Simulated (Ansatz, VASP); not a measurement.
**SnO2 in VASP and in Ansatz**

The input INCAR:

```
PREC = Accurate
ENCUT = 520
EDIFF = 1E-8
ISMEAR = -1
SIGMA = 0.03
LREAL = False
LASPH = True
NELM = 60
ALGO = Normal
ISIF = 2
LWAVE = False
LCHARG = False
LEFG = True
NBANDS = 35
```

Contents of KPOINTS:

```
Automatic mesh
0
Gamma
  4 4 6
```

POSCAR

```
SnO2
1.0
    4.7373500000      0.0000000000      0.0000000000
    0.0000000000      4.7373500000      0.0000000000
    0.0000000000      0.0000000000      3.2501280000
Sn O
2 4
Direct
    0.0000000000      0.0000000000      0.0000000000
    0.5000000000      0.5000000000      0.5000000000
    0.3056200000      0.3056200000      0.0000000000
    0.1943800000      0.8056200000      0.5000000000
    0.6943800000      0.6943800000      0.0000000000
    0.8056200000      0.1943800000      0.5000000000
```

Input for Ansatz:

```yaml
crystal:
  lattice:
    - [4.73735, 0.0, 0.0]
    - [0.0, 4.73735, 0.0]
    - [0.0, 0.0, 3.250128]
  atoms:
    - { symbol: Sn, position: [0.0, 0.0, 0.0] }
    - { symbol: Sn, position: [0.5, 0.5, 0.5] }
    - { symbol: O, position: [0.30562, 0.30562, 0.0] }
    - { symbol: O, position: [0.19438, 0.80562, 0.5] }
    - { symbol: O, position: [0.69438, 0.69438, 0.0] }
    - { symbol: O, position: [0.80562, 0.19438, 0.5] }
kpoints:
  mp_grid: { grid: [4, 4, 6] }
scf:
  occupations: { method: fermi_dirac, width: 0.03 }
hamiltonian:
  xc: lda
  pseudopotentials: { kind: paw }
output:
  forces: true
  stress: true
  eigenvalues: true
  efg: { contact_densities: true }
```

Change from the starting cell: zz strain of +2 %, PAW files.

Alike in both runs: task electric field gradients; functional LDA; k mesh 4 × 4 × 6; occupations fermi-dirac, width 0.03 eV; no spin polarisation.

|  | VASP | Ansatz |
| --- | --- | --- |
| version | VASP 6.6.1 | Ansatz 0.2.0 |
| potentials or method | VASP PAW LDA potentials, release 64 (Sn_d, O) | PAW with Ansatz's default frozen-core files, scalar-relativistic |
| plane-wave cutoff (eV) | 520 | 420 |
| valence electrons in the cell | 52 | 52 |

```csv
,VASP,Ansatz,Ansatz less VASP
pressure (GPa),-4.7,-5.7,-0.96
"traceless stress, the component that is largest in VASP (GPa)",-2.93,-3.15,-0.218
rms of the force components (eV/Å),0.081,0.086,+0.0050
size of Vzz on the site where it differs most (V/Å²),72.3,71.9,-0.38
```

LDA's correlation is that of Perdew and Zunger in VASP and of Perdew and Wang (1992) in Ansatz. Atom by atom the forces differ by 0.005 eV/Å (rms over components).
